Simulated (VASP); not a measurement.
# Rb2Hg: single point with r2SCAN

Crystal: Rb2Hg.

```
Rb Hg
1.0
     6.39899    0.00000    0.00000
     0.00000    6.39899    0.00000
     0.00000    0.00000    4.43245
Rb Hg
2 1
Direct
  0.00000 0.50000 0.50000
  0.50000 0.00000 0.50000
  0.00000 0.00000 0.00000
```

```yaml
Program: VASP 6.6.1
Task: single point
Functional: r2SCAN
Potentials_or_basis: VASP PAW PBE potentials, release 64 (Rb_sv, Hg)
Cutoff: 520 eV
k_mesh: 8 × 8 × 10
Occupations: gaussian, width 0.1 eV
Spin: no spin polarisation
```

```json
{
 "Pressure": "-0.3 GPa",
 "Band gap on the k mesh": "zero (bands 15 and 16 overlap by 1.22 eV)"
}
```

Levels at points of the mesh, in eV from the Fermi level:
```csv
k point,band 12,band 13,band 14,band 15,band 16,band 17,band 18,band 19
"(0.00, 0.00, 0.00)",-7.58,-7.58,-5.39,-0.28,1.00,1.00,2.40,2.92
"(0.50, 0.00, 0.00)",-7.58,-7.56,-5.14,-1.12,0.99,1.73,1.83,2.80
"(0.50, 0.50, 0.00)",-7.56,-7.56,-4.90,-0.68,-0.68,0.56,3.01,3.48
"(0.00, 0.00, 0.50)",-7.60,-7.49,-4.34,-0.85,0.75,0.75,1.66,2.14
"(0.50, 0.00, 0.50)",-7.60,-7.49,-4.42,-0.25,0.37,1.05,1.69,3.14
"(0.50, 0.50, 0.50)",-7.61,-7.50,-4.50,0.34,1.12,1.15,1.15,2.51
```

Wall time 19 min on 1 thread of Intel Xeon 8259CL, on a shared host, peak memory 0.55 GiB.

Caveat: the PAW data sets were made with another functional, which shifts forces and pressure a little; spin-orbit coupling is left out, which moves the levels of the heavy elements.
